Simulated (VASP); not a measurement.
Crystal: WS2 (Tungstenite).

```xyz
6
Lattice="3.2218 0.0000 0.0000 -1.6109 2.7902 0.0000 0.0000 0.0000 12.6645" Properties=species:S:1:pos:R:3 pbc="T T T"
W     1.6109    0.9301    9.4984
W     0.0000    1.8601    3.1661
S     1.6109    0.9301    4.7492
S     0.0000    1.8601   11.0814
S     1.6109    0.9301    1.5831
S     0.0000    1.8601    7.9153
```

Program: VASP 6.6.1. Alike in all runs: task single point; no spin polarisation; cell as given; k mesh 10 × 10 × 3; cutoff (eV) 520; smearing fermi-dirac 0.05 eV.

Task: Order these runs on this cell by their pressure, lowest first.
A. level PBE; potentials or basis VASP PAW PBE potentials, release 64 (W_sv, S)
B. level RPBE+D3(BJ); potentials or basis VASP PAW PBE potentials, release 64 (W_sv, S)
C. level LDA; potentials or basis VASP PAW LDA potentials, release 64 (W_sv, S)
D. level PBE+D3(BJ); potentials or basis VASP PAW PBE potentials, release 64 (W_sv, S)

Result: B (-19.0 GPa), C (-10.7 GPa), D (-7.2 GPa), A (-3.7 GPa).

Caveats: this functional lacks dispersion, which binds the layers, so the pressure and a relaxed spacing across them are unreliable (some runs); the PAW data sets were made with another functional, which shifts forces and pressure a little (some runs).
